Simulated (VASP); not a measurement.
Write the native input for VASP 6.6.1 that does the following.

```yaml
Task: single point
Functional: LDA
Potentials_or_basis: VASP PAW LDA potentials, release 64 (Sn_d, O)
Cutoff: 520 eV
k_mesh: 12 × 12 × 2
Occupations: gaussian, width 0.05 eV
Spin: no spin polarisation
Dipole_correction: no
Further_INCAR_settings: ALGO = Normal; EDIFF = 1e-06; NBANDS = 35
```

The structure of SnO2 lies in POSCAR:

```
SnO2
1.0
    3.1448153549      0.0163896785     -0.5224577887
   -1.5399735494      2.7375166176      0.5438204107
   -1.7212785425      0.9280359948      9.1048356154
Sn O
2 4
Direct
   -0.0000646003     -0.0000984807      0.5000360506
    0.0000561708      0.0000864937     -0.0000396018
    0.5904666230      0.4090879118      0.3858711676
    0.7431230522      0.2572366762      0.1145623077
    0.4094134232      0.5907192512      0.6142075780
    0.2570053311      0.7429681479      0.8853624978
```

The input as run:

INCAR

```
ALGO = Normal
EDIFF = 1E-6
ENCUT = 520
GGA = CA
ISIF = 2
ISMEAR = 0
LASPH = True
LCHARG = False
LREAL = False
LWAVE = False
NBANDS = 35
NELM = 100
PREC = Accurate
SIGMA = 0.05
```

KPOINTS

```
k-points
0
Gamma
  12 12 2
```

Potentials or basis: VASP PAW LDA potentials, release 64 (Sn_d, O).

Command:

```bash
$ cat potpaw_LDA.64/Sn_d/POTCAR potpaw_LDA.64/O/POTCAR > POTCAR
$ mpirun -np 1 vasp_std > vasp.out
```

It gave:

* Pressure: 0.9 GPa
* Largest force: 0.067 eV/Å
* Band gap on the k mesh: 1.77 eV (least direct gap 1.79 eV)

Caveat: spin-orbit coupling is left out, which moves the levels of the heavy elements.

It took 2.4 min on 1 thread of Intel(R) Xeon(R) 6975P-C (Granite Rapids) (shared host), peak memory 0.38 GiB.
